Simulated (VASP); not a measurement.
Set up this calculation in VASP 6.6.1, as the native input.

* Task: single point
* Functional: LDA
* Potentials or basis: VASP PAW LDA potentials, release 64 (Cs_sv, Ca_sv, H)
* Cutoff: 520 eV
* k mesh: 2 × 2 × 2
* Occupations: fermi-dirac, width 0.3 eV
* Spin: no spin polarisation
* Dipole correction: no
* Further INCAR settings: LREAL = Auto; ALGO = Normal; EDIFF = 1e-06; NBANDS = 60

The structure of CsCaH3 lies in POSCAR:

```
CsCaH3
1.0
   -4.6211860000      4.6211860000      4.6211860000
    4.6211860000     -4.6211860000      4.6211860000
    4.6211860000      4.6211860000     -4.6211860000
Cs Ca H
4 4 12
Direct
   -0.0237168554     -0.0369602089     -0.0458323902
    0.5364748357      0.5131691302     -0.0128754826
    0.5216842603      0.0424025348      0.5788449112
    0.0296460692      0.4846158540      0.5266396981
    0.4374634564      0.4272712676      0.4092239525
   -0.0286939327      0.0048364208      0.5023926758
   -0.0351965924      0.4372470617     -0.0090561168
    0.4834365031      0.0304683689     -0.0350667556
    0.1610733695      0.3402048738      0.1569726906
    0.6012525789      0.2963524948      0.2945996980
    0.1964755368      0.1761127987      0.3905274533
    0.8581022274     -0.0329028089      0.2133435010
   -0.0057560981      0.7008915027      0.2165786013
    0.6584889680      0.6985652601      0.3786473862
    0.7454579842      0.5318872688      0.7036829939
   -0.0443609065      0.1918446910      0.7402320530
    0.7546547575      0.2629627979      0.0108413728
    0.1906545203     -0.0326214959      0.7158984728
    0.4986706876      0.7380248274      0.6461111931
    0.3017299022      0.7862808379      0.0219856980
```

These files were run (other wordings do the same):

INCAR

```
PREC = Accurate
ENCUT = 520
EDIFF = 1E-6
ISMEAR = -1
SIGMA = 0.3
LREAL = Auto
LASPH = True
NELM = 100
ALGO = Normal
ISIF = 2
LWAVE = False
LCHARG = False
NBANDS = 60
```

KPOINTS

```
regular mesh
0
Gamma
  2 2 2
```

Potentials or basis: VASP PAW LDA potentials, release 64 (Cs_sv, Ca_sv, H).

Command:

```bash
$ cat potpaw_LDA.64/Cs_sv/POTCAR potpaw_LDA.64/Ca_sv/POTCAR potpaw_LDA.64/H/POTCAR > POTCAR
$ mpirun -np 1 vasp_std > vasp.out
```

It gave:

| Item | Value |
| --- | --- |
| Pressure | -0.2 GPa |
| Largest force | 2.252 eV/Å |
| Band gap on the k mesh | 2.05 eV (least direct gap 2.07 eV) |

Caveat: the k points lie up to 0.48 Å⁻¹ apart; the atoms stand as in a frame of molecular dynamics; spin-orbit coupling is left out, which moves the levels of the heavy elements; forces of over 1 eV/Å act on the atoms, so gaps and moduli don't describe the material at rest.

Run time: 3.3 min on 1 thread of Intel(R) Xeon(R) 6975P-C (Granite Rapids), with other jobs on the host, peak memory 0.42 GiB.
